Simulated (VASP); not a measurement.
# Cu (Fd-3m) in VASP: notebook

Runs on Cu. Level: r2SCAN. Tasks: single point.

All numbers are computed with VASP 6.6.1; they aren't measurements. Logs are shortened: lines on timing, memory, paths and dates and some standing lists are left out, and cuts for length are marked.

### Step 1. The cell of the first run

It takes space group Fd-3m (No. 227, cubic). The conventional cell has a = 5.249 Å, b = 5.249 Å, c = 5.249 Å, α = 90.00°, β = 90.00°, γ = 90.00°. Cu (site symmetry -43m) has 4 Cu at 2.27 Å within 3.0 Å.

### Step 2. Single point, r2SCAN

File POSCAR:

```
Cu
1.0
    0.0000000000      2.6245551417      2.6245551417
    2.6245551417      0.0000000000      2.6245551417
    2.6245551417      2.6245551417      0.0000000000
Cu
2
Direct
    0.1250000000      0.1250000000      0.1250000000
    0.8750000000      0.8750000000      0.8750000000
```

File INCAR.step1:

```
ALGO     = Normal         # electronic algorithm
EDIFF    = 1E-5           # SCF threshold, eV
ENCUT    = 660            # plane-wave cutoff, eV
GGA      = PE             # functional
GGA_COMPAT= False        
ISMEAR   = -1             # smearing method
LASPH    = True           # aspherical terms in the spheres
LCHARG   = False          # write CHGCAR
LREAL    = False          # projectors in reciprocal space
LWAVE    = True           # write WAVECAR
NBANDS   = 18             # bands
NELM     = 120            # most SCF steps
PREC     = Accurate       # precision mode
SIGMA    = 0.1            # smearing width, eV
```

File INCAR.step2:

```
ALGO     = Normal         # electronic algorithm
EDIFF    = 1E-6           # SCF threshold, eV
ENCUT    = 660            # plane-wave cutoff, eV
GGA_COMPAT= False        
ISIF     = 2              # what is computed and relaxed
ISMEAR   = -1             # smearing method
ISTART   = 1            
LASPH    = True           # aspherical terms in the spheres
LCHARG   = True           # write CHGCAR
LELF     = True           # ELF
LMIXTAU  = True         
LREAL    = False          # projectors in reciprocal space
LVHAR    = True         
LWAVE    = False          # write WAVECAR
METAGGA  = R2SCAN         # meta-GGA
NBANDS   = 18             # bands
NELM     = 120            # most SCF steps
PREC     = Accurate       # precision mode
SIGMA    = 0.1            # smearing width, eV
```

File KPOINTS:

```
k-points
0
Gamma
  11 11 11
```

Potentials or basis: VASP PAW PBE potentials, release 64 (Cu).

Run with:

```console
> cat potpaw_PBE.64/Cu/POTCAR > POTCAR
> cp INCAR.step1 INCAR
> mpirun -np 1 vasp_std > vasp.out
> cp INCAR.step2 INCAR
> mpirun -np 1 vasp_std > vasp.out
```

OUTCAR:

```text
EDIFF = 1E-6
   ENCUT = 660
   ISIF = 2
   ISMEAR = -1
   ISTART = 1
   LASPH = True
   LREAL = False
   METAGGA = R2SCAN
   NELM = 120
   PREC = Accurate

 ion  position               nearest neighbor table
   1  0.125  0.125  0.125-   2 2.27   2 2.27   2 2.27   2 2.27
   2  0.875  0.875  0.875-   1 2.27   1 2.27   1 2.27   1 2.27

  LATTYP: Found a face centered cubic cell.
 ALAT       =     5.2491102834

  Lattice vectors:

 A1 = (   0.0000000000,   2.6245551417,   2.6245551417)
 A2 = (   2.6245551417,   0.0000000000,   2.6245551417)
 A3 = (   2.6245551417,   2.6245551417,   0.0000000000)

Analysis of symmetry for initial positions (statically):
=====================================================================
 Subroutine PRICEL returns:
 Original cell was already a primitive cell.

 Routine SETGRP: Setting up the symmetry group for a
 face centered cubic supercell.

 Subroutine GETGRP returns: Found 48 space group operations
 (whereof 12 operations were pure point group operations)
 out of a pool of 48 trial point group operations.

The static configuration has the point symmetry D_3d.
 The point group associated with its full space group is O_h .

Analysis of symmetry for dynamics (positions and initial velocities):
=====================================================================
 Subroutine PRICEL returns:
 Original cell was already a primitive cell.

 Routine SETGRP: Setting up the symmetry group for a
 face centered cubic supercell.

 Subroutine GETGRP returns: Found 48 space group operations
 (whereof 12 operations were pure point group operations)
 out of a pool of 48 trial point group operations.

The dynamic configuration has the point symmetry D_3d.
 The point group associated with its full space group is O_h .

 Subroutine INISYM returns: Found 48 space group operations
 (whereof 12 operations are pure point group operations),
 and found     1 'primitive' translations

----------------------------------------------------------------------------------------

                                     Primitive cell

  volume of cell :      36.1574

  direct lattice vectors                    reciprocal lattice vectors
     0.000000000  2.624555142  2.624555142    -0.190508476  0.190508476  0.190508476
     2.624555142  0.000000000  2.624555142     0.190508476 -0.190508476  0.190508476
     2.624555142  2.624555142  0.000000000     0.190508476  0.190508476 -0.190508476

  length of vectors
     3.711681477  3.711681477  3.711681477     0.329970360  0.329970360  0.329970360

  position of ions in fractional coordinates (direct lattice)
     0.125000000  0.125000000  0.125000000
     0.875000000  0.875000000  0.875000000

  ion indices of the primitive-cell ions
   primitive index   ion index
                 1           1
                 2           2

----------------------------------------------------------------------------------------

 KPOINTS: k-points

Automatic generation of k-mesh.
 Grid dimensions read from file:
 generate k-points for:   11   11   11

 Generating k-lattice:

  Cartesian coordinates                     Fractional coordinates (reciprocal lattice)
    -0.017318952  0.017318952  0.017318952     0.090909091  0.000000000  0.000000000
     0.017318952 -0.017318952  0.017318952     0.000000000  0.090909091  0.000000000
     0.017318952  0.017318952 -0.017318952     0.000000000  0.000000000  0.090909091

  Length of vectors
     0.029997305  0.029997305  0.029997305

  Shift w.r.t. Gamma in fractional coordinates (k-lattice)
     0.000000000  0.000000000  0.000000000

 Subroutine IBZKPT returns following result:
 ===========================================

 Found     56 irreducible k-points:

 Following reciprocal coordinates:
            Coordinates               Weight
  0.000000  0.000000  0.000000      1.000000
  0.090909  0.000000  0.000000      8.000000
  0.181818  0.000000  0.000000      8.000000
  0.272727  0.000000  0.000000      8.000000
  0.363636  0.000000  0.000000      8.000000
  0.454545  0.000000  0.000000      8.000000
[... 16 lines left out ...]
 -0.272727  0.181818  0.000000     24.000000
 -0.181818  0.181818  0.000000     12.000000
 [... further k-points ...]
   k-points           NKPTS =     56   k-points in BZ     NKDIM =     56   number of bands    NBANDS=     18
   number of dos      NEDOS =    301   number of ions     NIONS =      2
   total plane-waves  NPLWV =  32768
   dimension x,y,z NGX =    32 NGY =   32 NGZ =   32
   dimension x,y,z NGXF=    64 NGYF=   64 NGZF=   64
   ions per type =               2
   NGX,Y,Z   is equivalent  to a cutoff of  14.33, 14.33, 14.33 a.u.
   NGXF,Y,Z  is equivalent  to a cutoff of  28.67, 28.67, 28.67 a.u.
 SYSTEM =  unknown system
   PREC   = accura    normal or accurate (medium, high low for compatibility)
   ISTART =      1    job   : 0-new  1-cont  2-samecut
   ICHARG =      0    charge: 1-file 2-atom 10-const
   ISPIN  =      1    spin polarized calculation?
   LNONCOLLINEAR =      F non collinear calculations
   LSORBIT =      F    spin-orbit coupling
   LASPH  =      T    aspherical Exc in radial PAW
   ENCUT  =  660.0 eV  48.51 Ry    6.96 a.u.   7.77  7.77  7.77*2*pi/ulx,y,z
   NELM   =    120;   NELMIN=  2; NELMDL=  0     # of ELM steps
   EDIFF  = 0.1E-05   stopping-criterion for ELM
   LREAL  =      F    real-space projection
   EDIFFG = 0.1E-04   stopping-criterion for IOM
   NSW    =      0    number of steps for IOM
   IBRION =     -1    ionic relax: 0-MD 1-quasi-New 2-CG
   NFREE  =      0    steps in history (QN), initial steepest desc. (CG)
   ISIF   =      2    stress and relaxation
   ISYM   =      2    0-nonsym 1-usesym 2-fastsym
   POTIM  = 0.5000    time-step for ionic-motion
   TEBEG  =    0.0;   TEEND  =   0.0 temperature during run
   PSTRESS=    0.0 pullay stress
   NELECT =      22.0000    total number of electrons
   NUPDOWN=      -1.0000    fix difference up-down
   EMIN   =  10.00;   EMAX   =-10.00  energy-range for DOS
   EFERMI =   0.00;   METHOD = LEGACY
   ISMEAR =    -1;   SIGMA  =   0.10  broadening in eV -4-tet -1-fermi 0-gaus
   EFERMI_NEDOS =   21; number of points for ismear=-14 and -15
   IALGO  =     38    algorithm
   IMIX   =      4    mixing-type and parameters
     AMIX     =   0.40;   BMIX     =  1.00
     AMIX_MAG =   1.60;   BMIX_MAG =  1.00
  volume/ion in A,a.u.               =      18.08       122.00
  Fermi-wavevector in a.u.,A,eV,Ry     =   1.387235  2.621494 26.183335  1.924421
  Thomas-Fermi vector in A             =   2.511475
   LORBIT       =      0    0 simple, 1 ext, 2 COOP (PROOUT), +10 PAW based schemes
   METAGGA = R2SCAN    functional components
   LHFCALC =     F    Hartree Fock is set to
   AEXX    =    0.0000 exact exchange contribution
   IVDW    =     0    specifies the selected vdW correction
   LEPSILON=     F    determine dielectric tensor
   LRPA    =     F    only Hartree local field effects (RPA)
 non-spin polarized calculation
  energy-cutoff  :      660.00
  volume of cell :       36.16
 maximum number of plane-waves:      1411
   NGX = 15   NGY = 15   NGZ = 15

 number of electron      21.9999994 magnetization

 Free energy of the ion-electron system (eV)
  ---------------------------------------------------
  ext. energy  EPLUGINS =         0.00000000
  ---------------------------------------------------
  free energy    TOTEN  =       -19.43937316 eV

  energy without entropy =      -19.41481139  energy(sigma->0) =      -19.42709227

 E-fermi :   3.1414     XC(G=0): -10.7529

 val. band max:        3.1248191666   @ k =  -0.3636   0.3636   0.0909
 cond. band min:       3.1793060040   @ k =  -0.3636   0.3636   0.0000
 fundamental gap:      0.0544868374
 Fermi energy:         3.1414154311

 k-point     1 :       0.0000    0.0000    0.0000
  band No.  band energies     occupation
      1      -3.6047      2.00000
      2      -0.1742      2.00000
      3      -0.1742      2.00000
      4      -0.1742      2.00000
      5      -0.1683      2.00000
      6      -0.1683      2.00000
[... 10 lines left out ...]
     17      14.4949      0.00000
     18      17.0708      0.00000

 k-point     2 :       0.0909    0.0000    0.0000
  band No.  band energies     occupation
      1      -3.4651      2.00000
      2      -0.2591      2.00000
      3      -0.2591      2.00000
      4      -0.1697      2.00000
      5      -0.0599      2.00000
      6      -0.0599      2.00000
[... 10 lines left out ...]
     17      15.2606      0.00000
     18      17.3820      0.00000

 k-point     3 :       0.1818    0.0000    0.0000
  band No.  band energies     occupation
      1      -3.0558      2.00000
      2      -0.3051      2.00000
      3      -0.3051      2.00000
      4      -0.1527      2.00000
      5       0.0393      2.00000
      6       0.0393      2.00000
[... 10 lines left out ...]
     17      16.0158      0.00000
     18      17.3339      0.00000

 k-point     4 :       0.2727    0.0000    0.0000
  band No.  band energies     occupation
      1      -2.4149      2.00000
      2      -0.3030      2.00000
      3      -0.3030      2.00000
      4      -0.1181      2.00000
      5       0.0808      2.00000
      6       0.0808      2.00000
[... 375 lines left out ...]
      4      -0.0892      2.00000
      5       0.0073      2.00000
      6       0.2817      2.00000
[... 10 lines left out ...]
     17      17.3033      0.00000
     18      20.0028      0.00000

 k-point    23 :      -0.2727    0.1818    0.0000
  band No.  band energies     occupation
      1      -1.5090      2.00000
      2      -0.3738      2.00000
      3      -0.2361      2.00000
      4      -0.1083      2.00000
      5      -0.0131      2.00000
      6       0.3114      2.00000
[... 10 lines left out ...]
     17      17.1744      0.00000
     18      18.5442      0.00000

 k-point    24 :      -0.1818    0.1818    0.0000
  band No.  band energies     occupation
      1      -2.1990      2.00000
      2      -0.4025      2.00000
      3      -0.1846      2.00000
      4      -0.1803      2.00000
      5       0.0210      2.00000
      6       0.2537      2.00000
[... 10 lines left out ...]
     17      17.0875      0.00000
     18      17.2842      0.00000

 [... further k-points ...]
[... 5 lines left out ...]
  --------------------------------------------------------------------------------------
  -------------------------------------------------------------------------------------
  Total        0.0644188      0.0644188      0.0644188     -0.0000000      0.0000000     -0.0000000
  in kB        2.8544725      2.8544725      2.8544725     -0.0000000      0.0000000     -0.0000000
  external PRESSURE =       2.8544725 kB  Pullay stress =       0.0000000 kB

 VOLUME and BASIS-vectors are now :
 -----------------------------------------------------------------------------
  energy-cutoff  :      660.00
  volume of cell :       36.16
      direct lattice vectors                 reciprocal lattice vectors
     0.000000000  2.624555142  2.624555142    -0.190508476  0.190508476  0.190508476
     2.624555142  0.000000000  2.624555142     0.190508476 -0.190508476  0.190508476
     2.624555142  2.624555142  0.000000000     0.190508476  0.190508476 -0.190508476

 POSITION                                       TOTAL-FORCE (eV/Angst)
 -----------------------------------------------------------------------------------
      0.65614      0.65614      0.65614         0.000000      0.000000      0.000000
      4.59297      4.59297      4.59297        -0.000000     -0.000000     -0.000000
 -----------------------------------------------------------------------------------
    total drift:                                0.000000      0.000000     -0.000000

  FREE ENERGIE OF THE ION-ELECTRON SYSTEM (eV)
  ---------------------------------------------------
  free  energy   TOTEN  =       -19.4393731582 eV

  energy  without entropy=      -19.4148113864  energy(sigma->0) =      -19.42709227
```

Run time: 1.9 min. Hardware: 1 thread of Intel Xeon 6975P-C (Granite Rapids), shared host; peak memory 0.21 GiB.

Results:

```
Free energy            : -19.4394 eV
Pressure               : 0.3 GPa
Band gap on the k mesh : zero (band 11 reaches 3.57 eV, above the bottom of band 12 at 2.79 eV)
```

Caveat: the PAW data sets were made with another functional, which shifts forces and pressure a little.

### Step 3. Single point, r2SCAN (volume scaled by 0.88)

File POSCAR:

```
Cu
1.0
    0.0000000000      2.5150691244      2.5150691244
    2.5150691244      0.0000000000      2.5150691244
    2.5150691244      2.5150691244      0.0000000000
Cu
2
Direct
    0.1250000000      0.1250000000      0.1250000000
    0.8750000000      0.8750000000      0.8750000000
```

File INCAR.step1:

```
SYSTEM = Cu
  ALGO = Normal
  EDIFF = 1E-5
  ENCUT = 660
  GGA = PE
  GGA_COMPAT = .False.
  ISMEAR = -1
  LASPH = .True.
  LCHARG = .False.
  LREAL = .False.
  LWAVE = .True.
  NBANDS = 18
  NELM = 120
  PREC = Accurate
  SIGMA = 0.1
```

File INCAR.step2:

```
SYSTEM = Cu
  ALGO = Normal
  EDIFF = 1E-6
  ENCUT = 660
  GGA_COMPAT = .False.
  ISIF = 2
  ISMEAR = -1
  ISTART = 1
  LASPH = .True.
  LCHARG = .False.
  LMIXTAU = .True.
  LREAL = .False.
  LWAVE = .False.
  METAGGA = R2SCAN
  NBANDS = 18
  NELM = 120
  PREC = Accurate
  SIGMA = 0.1
```

File KPOINTS:

```
k-points
0
Gamma
  12 12 12
  0 0 0
```

Potentials or basis: VASP PAW PBE potentials, release 64 (Cu).

Run with:

```console
> cat potpaw_PBE.64/Cu/POTCAR > POTCAR
> cp INCAR.step1 INCAR
> mpirun -np 1 vasp_std > vasp.out
> cp INCAR.step2 INCAR
> mpirun -np 1 vasp_std > vasp.out
```

It took 3.6 min on 1 thread of Intel Xeon 6975P-C (Granite Rapids), shared host; peak memory 0.2 GiB.

The run converged. Its results:

```
Free energy            : -19.2878 eV
Pressure               : 11.9 GPa
Band gap on the k mesh : zero (band 11 reaches 5.12 eV, above the bottom of band 12 at 3.94 eV)
```

Levels at points of the mesh, in eV from the Fermi level:
```csv
k point,band 7,band 8,band 9,band 10,band 11,band 12,band 13,band 14,band 15,band 16
"(0.00, 0.00, 0.00)",-2.35,-2.35,-2.35,-1.50,-1.50,11.55,11.55,11.55,12.23,12.23
"(0.50, 0.00, 0.00)",-2.09,-2.09,-2.08,-1.59,-1.59,-0.35,8.27,8.27,12.64,12.64
"(0.50, 0.50, 0.00)",-2.60,-2.60,-1.47,-1.47,0.30,0.30,4.10,4.10,9.14,9.14
```

Caveat: the PAW data sets were made with another functional, which shifts forces and pressure a little.

### Step 4. Single point, r2SCAN (volume scaled by 0.92)

File POSCAR:

```
Cu
1.0
    0.0000000000      2.5526130046      2.5526130046
    2.5526130046      0.0000000000      2.5526130046
    2.5526130046      2.5526130046      0.0000000000
Cu
2
Direct
    0.1250000000      0.1250000000      0.1250000000
    0.8750000000      0.8750000000      0.8750000000
```

File INCAR.step1:

```
ALGO = Normal ; EDIFF = 1E-5
ENCUT = 660 ; GGA = PE
GGA_COMPAT = F ; ISMEAR = -1
LASPH = T ; LCHARG = F
LREAL = F ; LWAVE = T
NBANDS = 18 ; NELM = 120
PREC = Accurate ; SIGMA = 0.1
```

File INCAR.step2:

```
ALGO = Normal ; EDIFF = 1E-6
ENCUT = 660 ; GGA_COMPAT = F
ISIF = 2 ; ISMEAR = -1
ISTART = 1 ; LASPH = T
LCHARG = F ; LMIXTAU = T
LREAL = F ; LWAVE = F
METAGGA = R2SCAN ; NBANDS = 18
NELM = 120 ; PREC = Accurate
SIGMA = 0.1
```

File KPOINTS:

```
k-points
0
Gamma
  12 12 12
```

Run with:

```console
> cat potpaw_PBE.64/Cu/POTCAR > POTCAR
> cp INCAR.step1 INCAR
> mpirun -np 1 vasp_std > vasp.out
> cp INCAR.step2 INCAR
> mpirun -np 1 vasp_std > vasp.out
```

It took 3.5 min on 1 thread of Intel Xeon 6975P-C (Granite Rapids), shared host; peak memory 0.2 GiB.

Results (log left out):

| Quantity | Value |
| --- | --- |
| Free energy | -19.3741 eV |
| Pressure | 7.0 GPa |
| Band gap on the k mesh | zero (band 11 reaches 4.65 eV, above the bottom of band 12 at 3.50 eV) |

Levels at points of the mesh, in eV from the Fermi level:
```
           k point  band 9  band 10  band 11  band 12  band 13  band 14
(0.00, 0.00, 0.00)   -2.25    -1.46    -1.46    11.18    11.18    11.18
(0.50, 0.00, 0.00)   -1.92    -1.54    -1.54    -0.37     8.03     8.03
(0.50, 0.50, 0.00)   -1.43    -1.43     0.29     0.29     4.05     4.05
```

Caveat: the PAW data sets were made with another functional, which shifts forces and pressure a little.

### Step 5. The runs side by side

```tsv
cell	k mesh	gap on the mesh (eV)	pressure (GPa)
a = 3.712 Å, angles 60.0°, 2 atoms	11 × 11 × 11	none	0.3
a = 3.557 Å, angles 60.0°, 2 atoms	12 × 12 × 12	none	11.9
a = 3.610 Å, angles 60.0°, 2 atoms	12 × 12 × 12	none	7.0
```

Alike in all rows: task single point; level r2SCAN; potentials or basis VASP PAW PBE potentials, release 64 (Cu); no spin polarisation; cutoff (eV) 660; smearing fermi-dirac 0.1 eV.

Caveats: the PAW data sets were made with another functional, which shifts forces and pressure a little.

Total energies depend on the potentials used, so only differences within one code and one set of settings carry meaning.
